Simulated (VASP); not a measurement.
HgTe (Coloradoite), 2 atoms in the cell. The structure is cubic, space group F-43m (No. 216). Conventional cell: a = 6.386 Å, b = 6.386 Å, c = 6.386 Å, α = 90.00°, β = 90.00°, γ = 90.00°. Hg (site symmetry -43m) has 4 Te at 2.77 Å within 3.6 Å. Within 3.6 Å of Te (site symmetry -43m) lie 4 Hg at 2.77 Å. 

* Program: VASP 6.6.1
* Task: single point
* Functional: LDA
* Potentials or basis: VASP PAW LDA potentials, release 64 (Hg, Te)
* Cutoff: 520 eV
* k mesh: 7 × 7 × 7
* Occupations: fermi-dirac, width 0.05 eV
* Spin: no spin polarisation
* Dipole correction: no
* Further INCAR settings: ALGO = Normal; EDIFF = 1e-07; NBANDS = 16

Potentials or basis: VASP PAW LDA potentials, release 64 (Hg, Te).

Command:

```console
$ cat potpaw_LDA.64/Hg/POTCAR potpaw_LDA.64/Te/POTCAR > POTCAR
$ mpirun -np 1 vasp_std > vasp.out
```

Hardware: 1 thread of Intel(R) Xeon(R) 6975P-C (Granite Rapids) (shared host).

Estimate the wall time of this run.

It took 15 s on 1 thread of Intel(R) Xeon(R) 6975P-C (Granite Rapids), with other jobs on the host, peak memory 0.18 GiB. Counts: scf iterations 13, k points 20.
